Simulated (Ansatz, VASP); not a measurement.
## One calculation of MgCd2S3, two programs

File INCAR:

```
ALGO = Normal
EDIFF = 1E-6
ENCUT = 520
GGA = PE
ISIF = 2
ISMEAR = 0
LASPH = True
LCHARG = False
LREAL = False
LWAVE = False
NBANDS = 56
NELM = 80
PREC = Accurate
SIGMA = 0.1
```

File KPOINTS:

```
k-points
0
Gamma
  6 6 1
```

POSCAR

```
MgCd2S3
1.0
    4.1485957195      0.0000000289      0.0000000000
   -2.0742978847      3.5927892687      0.0000000000
    0.0000000000      0.0000000000     20.1666349000
Mg Cd S
2 4 6
Direct
    0.0000000000      0.0000000000      0.5021990000
    0.0000000000      0.0000000000      0.8313280000
    0.6666666667      0.3333333333      0.9975510000
    0.6666666667      0.3333333333      0.3394960000
    0.6666666667      0.3333333333      0.6687140000
    0.0000000000      0.0000000000      0.1683100000
    0.6666666667      0.3333333333      0.1249470000
    0.6666666667      0.3333333333      0.4668760000
    0.6666666667      0.3333333333      0.7960030000
    0.0000000000      0.0000000000      0.2957820000
    0.0000000000      0.0000000000      0.6248320000
    0.0000000000      0.0000000000      0.9539630000
```

Input for Ansatz:

```yaml
crystal:
  lattice:
    - [4.1485957195, 2.89e-08, 0.0]
    - [-2.0742978847, 3.5927892687, 0.0]
    - [0.0, 0.0, 20.1666349]
  atoms:
    - { symbol: Mg, position: [0.0, 0.0, 0.502199] }
    - { symbol: Mg, position: [0.0, 0.0, 0.831328] }
    - { symbol: Cd, position: [0.6666666667, 0.3333333333, 0.997551] }
    - { symbol: Cd, position: [0.6666666667, 0.3333333333, 0.339496] }
    - { symbol: Cd, position: [0.6666666667, 0.3333333333, 0.668714] }
    - { symbol: Cd, position: [0.0, 0.0, 0.16831] }
    - { symbol: S, position: [0.6666666667, 0.3333333333, 0.124947] }
    - { symbol: S, position: [0.6666666667, 0.3333333333, 0.466876] }
    - { symbol: S, position: [0.6666666667, 0.3333333333, 0.796003] }
    - { symbol: S, position: [0.0, 0.0, 0.295782] }
    - { symbol: S, position: [0.0, 0.0, 0.624832] }
    - { symbol: S, position: [0.0, 0.0, 0.953963] }
basis:
  ecutwfc: 420
kpoints:
  mp_grid: { grid: [6, 6, 1] }
hamiltonian:
  xc: pbe
scf:
  occupations: { method: gaussian, width: 0.1 }
  lower_state_search: "off"
output:
  forces: true
  stress: true
  eigenvalues: true
```

Alike in both runs: task single point; functional PBE; k mesh 6 × 6 × 1; occupations gaussian, width 0.1 eV; no spin polarisation.

|  | VASP | Ansatz |
| --- | --- | --- |
| version | VASP 6.6.1 | Ansatz 0.2.0 |
| potentials or method | VASP PAW PBE potentials, release 64 (Mg, Cd, S), cutoff 520 eV | scalar-relativistic, plane waves, PAW |
| valence electrons in the cell | 88 | 136 |

```tsv
	VASP	Ansatz	Ansatz less VASP
gap on the k mesh at the Fermi level (eV)	1.53	1.53	-0.001
least direct gap on the mesh (eV)	1.53	1.53	-0.001
pressure (GPa)	0.2	0.0	-0.16
rms of the force components (eV/Å)	0.015	0.003	-0.0117
```

Atom by atom the forces differ by 0.013 eV/Å (rms over components). VASP's potentials hold 88 valence electrons a cell and Ansatz's 136, so a difference there can come from the potentials and not from the codes.
